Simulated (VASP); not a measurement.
Rh:

```xyz
2
Lattice="2.7310 0.0000 0.0000 -1.3655 2.3651 0.0000 0.0000 0.0000 4.4285" Properties=species:S:1:pos:R:3 pbc="T T T"
Rh    1.3655    0.7884    3.3214
Rh    0.0000    1.5767    1.1071
```

Base run:

| Property | Result |
| --- | --- |
| Program | VASP 6.6.1 |
| Functional | LDA |
| Potentials or basis | VASP PAW LDA potentials, release 64 (Rh_pv) |
| Cutoff | 520 eV |
| k mesh | 12 × 12 × 6 |
| Occupations | gaussian, width 0.1 eV |
| Spin | no spin polarisation |

Its results: band gap on the k mesh zero (band 15 reaches 11.67 eV, above the bottom of band 16 at 9.40 eV); pressure -18.8 GPa.

**Question.** After a change of settings the same cell gave: band gap on the k mesh zero (band 15 reaches 11.70 eV, above the bottom of band 16 at 9.98 eV); pressure -21.6 GPa. Which change was it?
A. k mesh from 12 × 12 × 6 to 9 × 9 × 5
B. k mesh from 12 × 12 × 6 to 7 × 7 × 4
C. k mesh from 12 × 12 × 6 to 4 × 4 × 3
D. k mesh from 12 × 12 × 6 to 6 × 6 × 3

**Answer.** C.

Caveats: some runs use coarse meshes.
